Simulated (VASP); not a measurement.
# TiC in VASP: further runs

TiC is run at these levels: PBE; tasks: single point.

All numbers are computed with VASP 6.6.1; they aren't measurements. Logs are shortened: lines on timing, memory, paths and dates and some standing lists are left out, and cuts for length are marked.

## (1) The cell of the first run

The structure is cubic, space group Fm-3m (No. 225). Conventional cell: a = 4.331 Å, b = 4.331 Å, c = 4.331 Å, α = 90.00°, β = 90.00°, γ = 90.00°. Within 2.9 Å of Ti (site symmetry m-3m) lie 6 C at 2.17 Å. C (site symmetry m-3m) has 6 Ti at 2.17 Å within 2.9 Å.

## (2) Single point, PBE

Contents of INCAR:

```
SYSTEM = TiC
ALGO     = Normal         ! electronic algorithm
EDIFF    = 1E-6           ! SCF threshold, eV
ENCUT    = 600            ! plane-wave cutoff, eV
GGA      = PE             ! functional
GGA_COMPAT= .FALSE.      
ISIF     = 2              ! what is computed and relaxed
ISMEAR   = -1             ! smearing method
LASPH    = .TRUE.         ! aspherical terms in the spheres
LCHARG   = .FALSE.        ! write CHGCAR
LREAL    = .FALSE.        ! projectors in reciprocal space
LWAVE    = .FALSE.        ! write WAVECAR
NBANDS   = 15             ! bands
NELM     = 120            ! most SCF steps
PREC     = Accurate       ! precision mode
SIGMA    = 0.05           ! smearing width, eV
```

Contents of KPOINTS:

```
k-points
0
G
  13 13 13
  0 0 0
```

Contents of POSCAR:

```
TiC
1.0
    0.0000000000      2.1657188437      2.1657188437
    2.1657188437      0.0000000000      2.1657188437
    2.1657188437      2.1657188437      0.0000000000
Ti C
1 1
Direct
    0.0000000000      0.0000000000      0.0000000000
    0.5000000000      0.5000000000      0.5000000000
```

Potentials or basis: VASP PAW PBE potentials, release 64 (Ti_sv, C).

The run is started by

```console
$ cat potpaw_PBE.64/Ti_sv/POTCAR potpaw_PBE.64/C/POTCAR > POTCAR
$ mpirun -np 1 vasp_std > vasp.out
```

OUTCAR:

```text
SYSTEM = TiC
   EDIFF = 1E-6
   ENCUT = 600
   GGA = PE
   ISIF = 2
   ISMEAR = -1
   LASPH = .TRUE.
   LREAL = .FALSE.
   NELM = 120
   PREC = Accurate

 ion  position               nearest neighbor table
   1  0.000  0.000  0.000-   2 2.17   2 2.17   2 2.17   2 2.17   2 2.17   2 2.17
   2  0.500  0.500  0.500-   1 2.17   1 2.17   1 2.17   1 2.17   1 2.17   1 2.17

  LATTYP: Found a face centered cubic cell.
 ALAT       =     4.3314376874

  Lattice vectors:

 A1 = (   0.0000000000,   2.1657188437,   2.1657188437)
 A2 = (   2.1657188437,   0.0000000000,   2.1657188437)
 A3 = (   2.1657188437,   2.1657188437,   0.0000000000)

Analysis of symmetry for initial positions (statically):
=====================================================================
 Subroutine PRICEL returns:
 Original cell was already a primitive cell.

 Routine SETGRP: Setting up the symmetry group for a
 face centered cubic supercell.

 Subroutine GETGRP returns: Found 48 space group operations
 (whereof 48 operations were pure point group operations)
 out of a pool of 48 trial point group operations.

The static configuration has the point symmetry O_h .

Analysis of symmetry for dynamics (positions and initial velocities):
=====================================================================
 Subroutine PRICEL returns:
 Original cell was already a primitive cell.

 Routine SETGRP: Setting up the symmetry group for a
 face centered cubic supercell.

 Subroutine GETGRP returns: Found 48 space group operations
 (whereof 48 operations were pure point group operations)
 out of a pool of 48 trial point group operations.

The dynamic configuration has the point symmetry O_h .

 Subroutine INISYM returns: Found 48 space group operations
 (whereof 48 operations are pure point group operations),
 and found     1 'primitive' translations

----------------------------------------------------------------------------------------

                                     Primitive cell

  volume of cell :      20.3159

  direct lattice vectors                    reciprocal lattice vectors
     0.000000000  2.165718844  2.165718844    -0.230870227  0.230870227  0.230870227
     2.165718844  0.000000000  2.165718844     0.230870227 -0.230870227  0.230870227
     2.165718844  2.165718844  0.000000000     0.230870227  0.230870227 -0.230870227

  length of vectors
     3.062788961  3.062788961  3.062788961     0.399878962  0.399878962  0.399878962

  position of ions in fractional coordinates (direct lattice)
     0.000000000  0.000000000  0.000000000
     0.500000000  0.500000000  0.500000000

  ion indices of the primitive-cell ions
   primitive index   ion index
                 1           1
                 2           2

----------------------------------------------------------------------------------------

 KPOINTS: k-points

Automatic generation of k-mesh.
 Grid dimensions read from file:
 generate k-points for:   13   13   13

 Generating k-lattice:

  Cartesian coordinates                     Fractional coordinates (reciprocal lattice)
    -0.017759248  0.017759248  0.017759248     0.076923077  0.000000000  0.000000000
     0.017759248 -0.017759248  0.017759248     0.000000000  0.076923077  0.000000000
     0.017759248  0.017759248 -0.017759248     0.000000000  0.000000000  0.076923077

  Length of vectors
     0.030759920  0.030759920  0.030759920

  Shift w.r.t. Gamma in fractional coordinates (k-lattice)
     0.000000000  0.000000000  0.000000000

 Subroutine IBZKPT returns following result:
 ===========================================

 Found     84 irreducible k-points:

 Following reciprocal coordinates:
            Coordinates               Weight
  0.000000  0.000000  0.000000      1.000000
  0.076923  0.000000  0.000000      8.000000
  0.153846  0.000000  0.000000      8.000000
  0.230769  0.000000  0.000000      8.000000
  0.307692  0.000000  0.000000      8.000000
  0.384615  0.000000  0.000000      8.000000
[... 16 lines left out ...]
  0.384615  0.153846  0.000000     24.000000
  0.461538  0.153846  0.000000     24.000000
 [... further k-points ...]
   k-points           NKPTS =     84   k-points in BZ     NKDIM =     84   number of bands    NBANDS=     15
   number of dos      NEDOS =    301   number of ions     NIONS =      2
   total plane-waves  NPLWV =  13824
   dimension x,y,z NGX =    24 NGY =   24 NGZ =   24
   dimension x,y,z NGXF=    48 NGYF=   48 NGZF=   48
   ions per type =               1   1
   NGX,Y,Z   is equivalent  to a cutoff of  13.03, 13.03, 13.03 a.u.
   NGXF,Y,Z  is equivalent  to a cutoff of  26.05, 26.05, 26.05 a.u.
 SYSTEM =  TiC
   PREC   = accura    normal or accurate (medium, high low for compatibility)
   ISTART =      0    job   : 0-new  1-cont  2-samecut
   ICHARG =      2    charge: 1-file 2-atom 10-const
   ISPIN  =      1    spin polarized calculation?
   LNONCOLLINEAR =      F non collinear calculations
   LSORBIT =      F    spin-orbit coupling
   LASPH  =      T    aspherical Exc in radial PAW
   ENCUT  =  600.0 eV  44.10 Ry    6.64 a.u.   6.12  6.12  6.12*2*pi/ulx,y,z
   NELM   =    120;   NELMIN=  2; NELMDL= -5     # of ELM steps
   EDIFF  = 0.1E-05   stopping-criterion for ELM
   LREAL  =      F    real-space projection
   EDIFFG = 0.1E-04   stopping-criterion for IOM
   NSW    =      0    number of steps for IOM
   IBRION =     -1    ionic relax: 0-MD 1-quasi-New 2-CG
   NFREE  =      0    steps in history (QN), initial steepest desc. (CG)
   ISIF   =      2    stress and relaxation
   ISYM   =      2    0-nonsym 1-usesym 2-fastsym
   POTIM  = 0.5000    time-step for ionic-motion
   TEBEG  =    0.0;   TEEND  =   0.0 temperature during run
   PSTRESS=    0.0 pullay stress
   NELECT =      16.0000    total number of electrons
   NUPDOWN=      -1.0000    fix difference up-down
   EMIN   =  10.00;   EMAX   =-10.00  energy-range for DOS
   EFERMI =   0.00;   METHOD = LEGACY
   ISMEAR =    -1;   SIGMA  =   0.05  broadening in eV -4-tet -1-fermi 0-gaus
   EFERMI_NEDOS =   21; number of points for ismear=-14 and -15
   IALGO  =     38    algorithm
   IMIX   =      4    mixing-type and parameters
     AMIX     =   0.40;   BMIX     =  1.00
     AMIX_MAG =   1.60;   BMIX_MAG =  1.00
  volume/ion in A,a.u.               =      10.16        68.55
  Fermi-wavevector in a.u.,A,eV,Ry     =   1.511829  2.856943 31.097854  2.285628
  Thomas-Fermi vector in A             =   2.621834
   LORBIT       =      0    0 simple, 1 ext, 2 COOP (PROOUT), +10 PAW based schemes
   GGA     = PE    functional components
   LHFCALC =     F    Hartree Fock is set to
   AEXX    =    0.0000 exact exchange contribution
   IVDW    =     0    specifies the selected vdW correction
   LEPSILON=     F    determine dielectric tensor
   LRPA    =     F    only Hartree local field effects (RPA)
 non-spin polarized calculation
  energy-cutoff  :      600.00
  volume of cell :       20.32
 maximum number of plane-waves:       688
   NGX = 13   NGY = 13   NGZ = 13

 number of electron      16.0000000 magnetization

 Free energy of the ion-electron system (eV)
  ---------------------------------------------------
  ext. energy  EPLUGINS =         0.00000000
  ---------------------------------------------------
  free energy    TOTEN  =       -18.71122009 eV

  energy without entropy =      -18.70880578  energy(sigma->0) =      -18.71001294

 E-fermi :   9.4288     XC(G=0): -12.6975

 val. band max:        9.3508273331   @ k =   0.4615   0.4615   0.0000
 cond. band min:       9.4574160007   @ k =   0.3846   0.3077   0.0000
 fundamental gap:      0.1065886676
 Fermi energy:         9.4287828017

 k-point     1 :       0.0000    0.0000    0.0000
  band No.  band energies     occupation
      1     -47.1775      2.00000
      2     -23.2020      2.00000
      3     -23.2020      2.00000
      4     -23.2020      2.00000
      5      -2.9834      2.00000
      6      10.1053      0.00000
      7      10.1053      0.00000
      8      10.1054      0.00000
      9      11.0906      0.00000
     10      11.0906      0.00000
     11      11.0906      0.00000
     12      11.1244      0.00000
     13      11.1244      0.00000
     14      19.8955      0.00000
     15      23.4444      0.00000

 k-point     2 :       0.0769    0.0000    0.0000
  band No.  band energies     occupation
      1     -47.1733      2.00000
      2     -23.2315      2.00000
      3     -23.2048      2.00000
      4     -23.2048      2.00000
      5      -2.8501      2.00000
      6       9.4810      0.52067
      7       9.7400      0.00395
      8       9.7400      0.00395
      9      10.4190      0.00000
     10      10.4190      0.00000
     11      11.4088      0.00000
     12      12.3555      0.00000
     13      12.3555      0.00000
     14      20.1330      0.00000
     15      23.4919      0.00000

 k-point     3 :       0.1538    0.0000    0.0000
  band No.  band energies     occupation
      1     -47.1618      2.00000
      2     -23.3124      2.00000
      3     -23.2125      2.00000
      4     -23.2125      2.00000
      5      -2.4619      2.00000
      6       8.3206      2.00000
      7       8.7663      2.00000
      8       8.7663      2.00000
      9      10.6367      0.00000
     10      10.6367      0.00000
     11      11.7931      0.00000
     12      13.6675      0.00000
     13      13.6675      0.00000
     14      20.6275      0.00000
     15      23.4809      0.00000
[... 343 lines left out ...]
 k-point    23 :       0.3846    0.1538    0.0000
  band No.  band energies     occupation
      1     -47.1141      2.00000
      2     -23.5637      2.00000
      3     -23.2825      2.00000
      4     -23.2778      2.00000
      5      -0.6937      2.00000
      6       5.2480      2.00000
      7       6.9179      2.00000
      8       7.5697      2.00000
      9      10.8162      0.00000
     10      12.2254      0.00000
     11      13.1195      0.00000
     12      15.0254      0.00000
     13      16.5670      0.00000
     14      20.7059      0.00000
     15      24.3597      0.00000

 k-point    24 :       0.4615    0.1538    0.0000
  band No.  band energies     occupation
      1     -47.1028      2.00000
      2     -23.6302      2.00000
      3     -23.3037      2.00000
      4     -23.2787      2.00000
      5      -0.0663      2.00000
      6       4.5379      2.00000
      7       6.5452      2.00000
      8       7.0919      2.00000
      9      11.4096      0.00000
     10      12.4317      0.00000
     11      13.2799      0.00000
     12      15.9430      0.00000
     13      16.6843      0.00000
     14      19.8890      0.00000
     15      24.1792      0.00000

 [... further k-points ...]

------------------------ aborting loop because EDIFF is reached ----------------------------------------

  FORCE on cell =-STRESS in cart. coord.  units (eV):
  Direction    XX          YY          ZZ          XY          YZ          ZX
  --------------------------------------------------------------------------------------
  -------------------------------------------------------------------------------------
  Total        0.0409751      0.0409751      0.0409751      0.0000000     -0.0000000      0.0000000
  in kB        3.2314281      3.2314281      3.2314281      0.0000000     -0.0000000      0.0000000
  external PRESSURE =       3.2314281 kB  Pullay stress =       0.0000000 kB

 VOLUME and BASIS-vectors are now :
 -----------------------------------------------------------------------------
  energy-cutoff  :      600.00
  volume of cell :       20.32
      direct lattice vectors                 reciprocal lattice vectors
     0.000000000  2.165718844  2.165718844    -0.230870227  0.230870227  0.230870227
     2.165718844  0.000000000  2.165718844     0.230870227 -0.230870227  0.230870227
     2.165718844  2.165718844  0.000000000     0.230870227  0.230870227 -0.230870227

 POSITION                                       TOTAL-FORCE (eV/Angst)
 -----------------------------------------------------------------------------------
      0.00000      0.00000      0.00000         0.000000      0.000000      0.000000
      2.16572      2.16572      2.16572        -0.000000     -0.000000     -0.000000
 -----------------------------------------------------------------------------------
    total drift:                                0.000000     -0.000000     -0.000000

  FREE ENERGIE OF THE ION-ELECTRON SYSTEM (eV)
  ---------------------------------------------------
  free  energy   TOTEN  =       -18.7112200941 eV

  energy  without entropy=      -18.7088057771  energy(sigma->0) =      -18.71001294
```

Wall time 38 s (1 thread of AMD EPYC 7R43 (Zen 3), shared host); peak memory 0.12 GiB.

Results:

| Property | Result |
| --- | --- |
| Free energy | -18.7112 eV |
| Pressure | 0.3 GPa |
| Band gap on the k mesh | zero (bands 8 and 9 overlap by 1.08 eV) |

[end of part 1 of 2]
